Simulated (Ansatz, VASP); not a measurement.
# Two plane-wave programs on InSb

POSCAR

```
InSb
1.0
    0.0000000000      3.3264100441      3.3264100441
    3.3264100441      0.0000000000      3.3264100441
    3.3264100441      3.3264100441      0.0000000000
In Sb
1 1
Direct
    0.0000000000      0.0000000000      0.0000000000
    0.2500000000      0.2500000000      0.2500000000
```

File INCAR.step1:

```
SYSTEM = InSb
ALGO = Normal
EDIFF = 1E-4
ENCUT = 520
GGA = PE
ISMEAR = -1
LASPH = .True.
LCHARG = .False.
LREAL = .False.
LWAVE = .True.
NBANDS = 16
NELM = 60
PREC = Accurate
SIGMA = 0.02
```

File INCAR.step2:

```
SYSTEM = InSb
ALGO = Normal
EDIFF = 1E-6
ENCUT = 520
ISIF = 2
ISMEAR = -1
ISTART = 1
LASPH = .True.
LCHARG = .True.
LELF = .True.
LMIXTAU = .True.
LREAL = .False.
LVHAR = .True.
LWAVE = .False.
METAGGA = R2SCAN
NBANDS = 16
NELM = 60
PREC = Accurate
SIGMA = 0.02
```

Contents of KPOINTS:

```
k-points
0
Gamma
  6 6 6
  0 0 0
```

Input for Ansatz:

```yaml
crystal:
  lattice:
    - [0.0, 3.3264100441, 3.3264100441]
    - [3.3264100441, 0.0, 3.3264100441]
    - [3.3264100441, 3.3264100441, 0.0]
  atoms:
    - { symbol: In, position: [0.0, 0.0, 0.0] }
    - { symbol: Sb, position: [0.25, 0.25, 0.25] }
kpoints:
  mp_grid: { grid: [6, 6, 6] }
  band_path:
    path:
      - [0.0, 0.0, 0.0]
      - [-0.5, -0.5, 0.0]
      - [-0.375, -0.375, 0.25]
      - [-0.375, 0.0, 0.375]
      - [0.0, 0.0, 0.5]
      - [-0.5, -0.25, 0.25]
    npoints: 1
hamiltonian:
  xc: r2scan
scf:
  occupations: { method: fermi_dirac, width: 0.02 }
  n_extra_bands: 4
output:
  forces: true
  stress: true
  eigenvalues: true
  write_density: true
  write_potential: true
  elf: true
  volumetric_format: npy
```

Change from the starting cell: hydrostatic strain +1.4%.

Alike in both runs: task single point; functional r2SCAN; k mesh 6 × 6 × 6; occupations fermi-dirac, width 0.02 eV; no spin polarisation.

|  | VASP | Ansatz |
| --- | --- | --- |
| version | VASP 6.6.1 | Ansatz 0.2.0 |
| potentials or method | VASP PAW PBE potentials, release 64 (In_d, Sb) | plane waves, PAW |
| plane-wave cutoff (eV) | 520 | 500 |
| valence electrons in the cell | 18 | 28 |

|  | VASP | Ansatz | Ansatz less VASP |
| --- | --- | --- | --- |
| pressure (GPa) | -1.7 | -1.7 | 0.00 |

VASP's potentials were made for PBE, not for r2SCAN. VASP's potentials hold 18 valence electrons a cell and Ansatz's 28, so a difference there can come from the potentials and not from the codes.

Spin-orbit coupling is off throughout.
